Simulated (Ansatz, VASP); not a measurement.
# One calculation of CdSe, two programs

```
CELL_PARAMETERS angstrom
4.10792 0.00000 0.00000
-2.05396 3.55757 0.00000
0.00000 0.00000 6.73684
ATOMIC_POSITIONS crystal
Cd 0.33333 0.66667 0.00547
Cd 0.66667 0.33333 0.50547
Se 0.33333 0.66667 0.37953
Se 0.66667 0.33333 0.87953
```

Alike in both runs: task single point; functional LDA; k mesh 6 × 6 × 4; no spin polarisation.

|  | VASP | Ansatz |
| --- | --- | --- |
| version | VASP 6.6.1 | Ansatz 0.2.0 |
| potentials or method | VASP PAW LDA potentials, release 64 (Cd, Se), cutoff 520 eV | all-electron LAPW, scalar-relativistic |
| occupations | gaussian, width 0.01 eV | fixed |

VASP gave:

| Quantity | Value |
| --- | --- |
| gap on the k mesh at the Fermi level (eV) | 0.69 |
| pressure (GPa) | 7.8 |

Task: What did Ansatz give for the same quantities?

Result: gap on the k mesh at the Fermi level (eV): 0.65; pressure (GPa): 7.0.

LDA's correlation is that of Perdew and Zunger in VASP and of Perdew and Wang (1992) in Ansatz. Ansatz ran all-electron here, and VASP with PAW potentials.
